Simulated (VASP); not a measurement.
# In (I4/mmm) in VASP: notebook, part 2 of 2

VASP 6.6.1. Earlier steps stand in the parts before.

## Step 3: Single point, PBE (strain -0.030 along x and y, +0.000 along z)

INCAR reads:

```
SYSTEM = In
ALGO = Fast
EDIFF = 1E-7
ENCUT = 520
GGA = PE
ISIF = 2
ISMEAR = 0
LASPH = .TRUE.
LCHARG = .FALSE.
LREAL = .FALSE.
LWAVE = .FALSE.
NBANDS = 12
NELM = 100
PREC = Accurate
SIGMA = 0.15
```

KPOINTS reads:

```
k-points
0
G
  20 20 20
  0 0 0
```

POSCAR reads:

```
In
1.0
   -1.5773655000      1.5773655000      2.4739500000
    1.5773655000     -1.5773655000      2.4739500000
    1.5773655000      1.5773655000     -2.4739500000
In
1
Direct
    0.0000000000      0.0000000000      0.0000000000
```

Potentials or basis: VASP PAW PBE potentials, release 64 (In_d).

The run is started by

```bash
$ cat potpaw_PBE.64/In_d/POTCAR > POTCAR
$ mpirun -np 1 vasp_std > vasp.out
```

Run time: 3.6 min. Hardware: 1 thread of Intel Xeon 6975P-C, shared host; peak memory 0.31 GiB.

The run converged. Its results:

- Free energy: -2.5186 eV
- Pressure: 5.2 GPa

Stress tensor (GPa, compression positive):
```
5.20 0.00 0.00
0.00 5.20 0.00
0.00 0.00 5.10
```

Levels at points of the mesh, in eV from the Fermi level:
| k point | band 2 | band 3 | band 4 | band 5 | band 6 | band 7 | band 8 | band 9 | band 10 | band 11 |
| --- | --- | --- | --- | --- | --- | --- | --- | --- | --- | --- |
| (0.00, 0.00, 0.00) | -14.68 | -14.68 | -14.64 | -14.46 | -10.01 | 11.07 | 11.07 | 11.32 | 11.73 | 14.52 |
| (0.50, 0.00, 0.00) | -14.81 | -14.67 | -14.39 | -14.33 | -4.35 | -3.67 | 7.43 | 9.94 | 11.35 | 11.44 |
| (0.50, 0.50, 0.00) | -14.91 | -14.39 | -14.38 | -14.24 | -2.06 | -1.33 | 3.42 | 4.03 | 7.18 | 7.45 |
| (0.50, 0.50, 0.50) | -14.90 | -14.36 | -14.33 | -14.33 | -3.25 | -3.11 | 5.17 | 5.17 | 8.70 | 8.91 |

Caveat: the cell differs from its parent crystal (strain -0.030 along x and y, +0.000 along z); spin-orbit coupling is left out, which moves the levels of the heavy elements.

## Step 4: Single point, PBE (strain -0.030 along x and y, +0.015 along z)

INCAR reads:

```
ALGO = Fast
EDIFF = 1E-6
ENCUT = 520
GGA = PE
ISIF = 2
ISMEAR = 0
LASPH = T
LCHARG = T
LELF = T
LREAL = F
LVHAR = T
LWAVE = F
NBANDS = 12
NELM = 80
PREC = Accurate
SIGMA = 0.15
```

KPOINTS reads:

```
k-points
0
Gamma
  20 20 20
```

POSCAR reads:

```
In
1.0
   -1.5773655000      1.5773655000      2.5110592500
    1.5773655000     -1.5773655000      2.5110592500
    1.5773655000      1.5773655000     -2.5110592500
In
1
Direct
    0.0000000000      0.0000000000      0.0000000000
```

Potentials or basis: VASP PAW PBE potentials, release 64 (In_d).

The run is started by

```bash
$ cat potpaw_PBE.64/In_d/POTCAR > POTCAR
$ mpirun -np 1 vasp_std > vasp.out
```

OUTCAR:

```text
EDIFF = 1E-6
   ENCUT = 520
   GGA = PE
   ISIF = 2
   ISMEAR = 0
   LASPH = T
   LREAL = F
   NELM = 80
   PREC = Accurate

 ion  position               nearest neighbor table
   1  0.000  0.000  0.000-

  LATTYP: Found a body centered tetragonal cell.
 ALAT       =     3.1547310000
 C/A-ratio  =     1.5919324025

  Lattice vectors:

 A1 = (  -1.5773655000,   1.5773655000,   2.5110592500)
 A2 = (   1.5773655000,  -1.5773655000,   2.5110592500)
 A3 = (   1.5773655000,   1.5773655000,  -2.5110592500)

Analysis of symmetry for initial positions (statically):
[... 533 lines left out ...]
      7       8.6643      0.00000
      8      15.5190      0.00000
      9      17.8855      0.00000
     10      19.6785      0.00000
     11      20.0315      0.00000
     12      22.5413      0.00000

 [... further k-points ...]
[... 5 lines left out ...]
  --------------------------------------------------------------------------------------
  -------------------------------------------------------------------------------------
  Total        0.6791686      0.6791686      0.6505039      0.0000000      0.0000000      0.0000000
  in kB       43.5418152     43.5418152     41.7041088      0.0000000      0.0000000      0.0000000
  external PRESSURE =      42.9292464 kB  Pullay stress =       0.0000000 kB

 VOLUME and BASIS-vectors are now :
 -----------------------------------------------------------------------------
  energy-cutoff  :      520.00
  volume of cell :       24.99
      direct lattice vectors                 reciprocal lattice vectors
    -1.577365500  1.577365500  2.511059250     0.000000000  0.316984237  0.199119157
     1.577365500 -1.577365500  2.511059250     0.316984237  0.000000000  0.199119157
     1.577365500  1.577365500 -2.511059250     0.316984237  0.316984237  0.000000000

 POSITION                                       TOTAL-FORCE (eV/Angst)
 -----------------------------------------------------------------------------------
      0.00000      0.00000      0.00000         0.000000     -0.000000      0.000000
 -----------------------------------------------------------------------------------
    total drift:                                0.000000     -0.000000     -0.000000

  FREE ENERGIE OF THE ION-ELECTRON SYSTEM (eV)
  ---------------------------------------------------
  free  energy   TOTEN  =        -2.5294957458 eV

  energy  without entropy=       -2.5245047321  energy(sigma->0) =       -2.52700024
```

OSZICAR:

```text
N       E                     dE             d eps       ncg     rms          rms(c)
DAV:   1     0.785943320961E+02    0.78594E+02   -0.62813E+03 15604   0.138E+03
DAV:   2     0.120407886139E+01   -0.77390E+02   -0.75345E+02 16212   0.294E+02
DAV:   3    -0.247480820782E+01   -0.36789E+01   -0.36679E+01 18216   0.645E+01
DAV:   4    -0.255747652893E+01   -0.82668E-01   -0.82641E-01 19364   0.957E+00
DAV:   5    -0.256118947428E+01   -0.37129E-02   -0.37128E-02 21244   0.181E+00    0.256E+00
RMM:   6    -0.253492919972E+01    0.26260E-01   -0.32114E-02 18972   0.285E+00    0.137E+00
RMM:   7    -0.252963648655E+01    0.52927E-02   -0.13133E-02 18319   0.152E+00    0.279E-01
RMM:   8    -0.252941499200E+01    0.22149E-03   -0.17917E-03 20945   0.649E-01    0.626E-02
RMM:   9    -0.252948294456E+01   -0.67953E-04   -0.61914E-04 23821   0.264E-01    0.637E-02
RMM:  10    -0.252948904901E+01   -0.61044E-05   -0.16679E-04 21769   0.227E-01    0.842E-03
RMM:  11    -0.252949443853E+01   -0.53895E-05   -0.80820E-05 25348   0.937E-02    0.162E-02
RMM:  12    -0.252949668423E+01   -0.22457E-05   -0.13693E-05 19794   0.376E-02    0.401E-02
RMM:  13    -0.252949574578E+01    0.93845E-06   -0.23251E-06 11842   0.203E-02
   1 F= -.25294957E+01 E0= -.25270002E+01  d E =-.499101E-02
```

Run time: 2.9 min. Hardware: 1 thread of Intel Xeon 6975P-C, shared host; peak memory 0.31 GiB.

What came out:

```
Free energy : -2.5295 eV
Pressure    : 4.3 GPa
```

Stress tensor (GPa, compression positive):
```
4.35 0.00 0.00
0.00 4.35 0.00
0.00 0.00 4.17
```

Levels at points of the mesh, in eV from the Fermi level:
| k point | band 4 | band 5 | band 6 | band 7 | band 8 | band 9 |
| --- | --- | --- | --- | --- | --- | --- |
| (0.00, 0.00, 0.00) | -14.63 | -14.44 | -9.89 | 10.95 | 10.95 | 11.20 |
| (0.50, 0.00, 0.00) | -14.38 | -14.32 | -4.32 | -3.59 | 7.15 | 10.00 |
| (0.50, 0.50, 0.00) | -14.37 | -14.22 | -1.94 | -1.26 | 3.30 | 4.01 |
| (0.50, 0.50, 0.50) | -14.33 | -14.33 | -3.42 | -3.12 | 5.29 | 5.29 |

Caveat: the cell differs from its parent crystal (strain -0.030 along x and y, +0.015 along z); spin-orbit coupling is left out, which moves the levels of the heavy elements.

## Step 5: Single point, PBE (strain -0.030 along x and y, +0.030 along z)

INCAR reads:

```
ALGO = Fast
EDIFF = 1E-7
ENCUT = 520
GGA = PE
ISIF = 2
ISMEAR = 0
LASPH = T
LCHARG = F
LREAL = F
LWAVE = F
NBANDS = 12
NELM = 60
PREC = Accurate
SIGMA = 0.15
```

KPOINTS is that of step 4.

POSCAR reads:

```
In
1.0
   -1.5773655000      1.5773655000      2.5481685000
    1.5773655000     -1.5773655000      2.5481685000
    1.5773655000      1.5773655000     -2.5481685000
In
1
Direct
    0.0000000000      0.0000000000      0.0000000000
```

The run is started by

```bash
$ cat potpaw_PBE.64/In_d/POTCAR > POTCAR
$ mpirun -np 1 vasp_std > vasp.out
```

Run time: 2.7 min. Hardware: 1 thread of Intel Xeon 6975P-C, shared host; peak memory 0.31 GiB.

The run converged. Its results:

```yaml
Free_energy: -2.5381 eV
Pressure: 3.5 GPa
```

Stress tensor (GPa, compression positive):
```
3.72 0.00 0.00
0.00 3.72 0.00
0.00 0.00 3.16
```

Levels at points of the mesh, in eV from the Fermi level:
| k point | band 4 | band 5 | band 6 | band 7 | band 8 | band 9 |
| --- | --- | --- | --- | --- | --- | --- |
| (0.00, 0.00, 0.00) | -14.62 | -14.41 | -9.78 | 10.83 | 10.83 | 11.06 |
| (0.50, 0.00, 0.00) | -14.37 | -14.30 | -4.29 | -3.50 | 6.88 | 10.06 |
| (0.50, 0.50, 0.00) | -14.36 | -14.19 | -1.83 | -1.19 | 3.20 | 4.00 |
| (0.50, 0.50, 0.50) | -14.32 | -14.32 | -3.59 | -3.12 | 5.41 | 5.41 |

Caveat: the cell differs from its parent crystal (strain -0.030 along x and y, +0.030 along z); spin-orbit coupling is left out, which moves the levels of the heavy elements.

## Step 6: Overview

```tsv
cell	further INCAR settings	gap on the mesh (eV)	pressure (GPa)
a = 3.304 Å, angles 123.0, 123.0, 84.9°, 1 atom	ALGO = Fast; EDIFF = 1e-06; NBANDS = 12	none	6.1
a = 3.331 Å, angles 123.5, 123.5, 84.1°, 1 atom	ALGO = Fast; EDIFF = 1e-07; NBANDS = 12	none	5.2
a = 3.359 Å, angles 124.0, 124.0, 83.2°, 1 atom	ALGO = Fast; EDIFF = 1e-06; NBANDS = 12	none	4.3
a = 3.387 Å, angles 124.5, 124.5, 82.4°, 1 atom	ALGO = Fast; EDIFF = 1e-07; NBANDS = 12	none	3.5
```

Alike in all rows: task single point; level PBE; potentials or basis VASP PAW PBE potentials, release 64 (In_d); no spin polarisation; k mesh 20 × 20 × 20; cutoff (eV) 520; smearing gaussian 0.15 eV.

Caveats: spin-orbit coupling is left out, which moves the levels of the heavy elements.

Total energies depend on the potentials used, so only differences within one code and one set of settings carry meaning.
